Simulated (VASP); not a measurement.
A run of VASP 6.6.1 is set up as follows.

Contents of POSCAR:

```
Sr
1.0
    0.0000000000      3.0521104090      3.0521104090
    3.0521104090      0.0000000000      3.0521104090
    3.0521104090      3.0521104090      0.0000000000
Sr
1
Direct
    0.0000000000      0.0000000000      0.0000000000
```

INCAR.step1

```
SYSTEM = Sr
PREC     = Accurate       ! precision mode
ENCUT    = 520            ! plane-wave cutoff, eV
ISMEAR   = 1              ! smearing method
SIGMA    = 0.2            ! smearing width, eV
LREAL    = .False.        ! projectors in reciprocal space
LASPH    = .True.         ! aspherical terms in the spheres
NELM     = 80             ! most SCF steps
NBANDS   = 11             ! bands
GGA      = PE             ! functional
ALGO     = Normal         ! electronic algorithm
EDIFF    = 1E-4           ! SCF threshold, eV
LWAVE    = .True.         ! write WAVECAR
LCHARG   = .False.        ! write CHGCAR
```

INCAR.step2

```
SYSTEM = Sr
PREC     = Accurate       ! precision mode
ENCUT    = 520            ! plane-wave cutoff, eV
EDIFF    = 1E-7           ! SCF threshold, eV
ISMEAR   = 1              ! smearing method
SIGMA    = 0.2            ! smearing width, eV
LREAL    = .False.        ! projectors in reciprocal space
LASPH    = .True.         ! aspherical terms in the spheres
NELM     = 80             ! most SCF steps
ALGO     = Normal         ! electronic algorithm
ISIF     = 2              ! what is computed and relaxed
LWAVE    = .False.        ! write WAVECAR
LCHARG   = .False.        ! write CHGCAR
METAGGA  = R2SCAN         ! meta-GGA
LMIXTAU  = .True.       
NBANDS   = 11             ! bands
ISTART   = 1
```

KPOINTS

```
Automatic mesh
0
Gamma
  9 9 9
  0 0 0
```

Potentials or basis: VASP PAW PBE potentials, release 64 (Sr_sv).

Command:

```bash
$ cat potpaw_PBE.64/Sr_sv/POTCAR > POTCAR
$ cp INCAR.step1 INCAR
$ mpirun -np 1 vasp_std > vasp.out
$ cp INCAR.step2 INCAR
$ mpirun -np 1 vasp_std > vasp.out
```

Q: What does it give for the band gap on the k mesh?

A: Zero (band 5 reaches 1.46 eV, above the bottom of band 6 at 1.45 eV).

Q: What does it give for the pressure?

A: 0.0 GPa.

Caveat: the PAW data sets were made with another functional, which shifts forces and pressure a little.
